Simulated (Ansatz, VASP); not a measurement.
MnO, level by level in two programs

```
Mn O
1.0
     0.00000    2.22200    2.22200
     2.22200    0.00000    2.22200
     2.22200    2.22200    0.00000
Mn O
1 1
Direct
  0.00000 0.00000 0.00000
  0.50000 0.50000 0.50000
```

Single points on this cell with VASP 6.6.1 and Ansatz 0.2.0. Each row is one pair of runs. Alike in all rows: smearing: fermi-dirac, width 0.05 eV; VASP's potentials, cutoff: VASP PAW PBE potentials, release 64 (Mn_pv, O), 520 eV; Ansatz's potentials, cutoff: Ansatz PAW, 420 eV.

```tsv
level	spin	k mesh	net moment per atom (μB), VASP	net moment per atom (μB), Ansatz
PBE	collinear, typed start	6 × 6 × 6	2.36	2.36
PBE	collinear, zero start	9 × 9 × 9	0.00	0.00
PBE	collinear, typed start	9 × 9 × 9	0.50	0.50
```

Net moment per atom (μB): the two programs differ by at most 0.

VASP's potentials hold 19 valence electrons a cell and Ansatz's 21, so a difference there can come from the potentials and not from the codes.

The k mesh is coarse in some rows, so the values compare programs but aren't converged. Noted on Ansatz's runs: the magnetic or orbital state may not be the lowest.
